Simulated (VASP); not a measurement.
Input of a VASP 6.6.1 run:

Contents of INCAR:

```
  PREC = Accurate
  ENCUT = 600
  EDIFF = 1E-6
  ISMEAR = -1
  SIGMA = 0.05
  LREAL = False
  LASPH = True
  NELM = 150
  ALGO = Normal
  ISIF = 3
  LWAVE = False
  LCHARG = False
  ISPIN = 2
  MAGMOM = 2 0
  LORBIT = 11
  LMAXMIX = 4
  GGA = PE
  IVDW = 12
  IBRION = 2
  NSW = 60
  EDIFFG = -0.01
```

Contents of KPOINTS:

```
Automatic mesh
0
Gamma
  11 11 11
```

POSCAR

```
CoO
1.0
    1.5054695445      0.8691832468      2.4399269062
   -1.5054695445      0.8691832468      2.4399269062
    0.0000000000     -1.7383664936      2.4399269062
Co O
1 1
Direct
    0.0000000000      0.0000000000      0.0000000000
    0.5000000000      0.5000000000      0.5000000000
```

Potentials or basis: VASP PAW PBE potentials, release 64 (Co, O).

Launch:

```bash
$ cat potpaw_PBE.64/Co/POTCAR potpaw_PBE.64/O/POTCAR > POTCAR
$ mpirun -np 1 vasp_std > vasp.out
```

Problem. Estimate the net moment.

Solution. -2.89 μB per cell.

Problem. Predict the site moments.

Solution. Co -2.54; O -0.29 μB.

Problem. What does it give for the relaxed volume?

Solution. 9.64 Å³/atom.

Problem. Estimate the relaxed cell.

Solution. a = 2.943 Å, b = 2.943 Å, c = 2.943 Å, α = 63.11°, β = 63.11°, γ = 63.11°.

Final structure:
```
Co O
1.0
     1.54031    0.88930    2.34521
    -1.54031    0.88930    2.34521
     0.00000   -1.77860    2.34521
Co O
1 1
Direct
  0.00000 0.00000 0.00000
  0.50000 0.50000 0.50000
```

Caveat: a cell with one magnetic atom can't hold antiferromagnetic order, which such compounds often take.
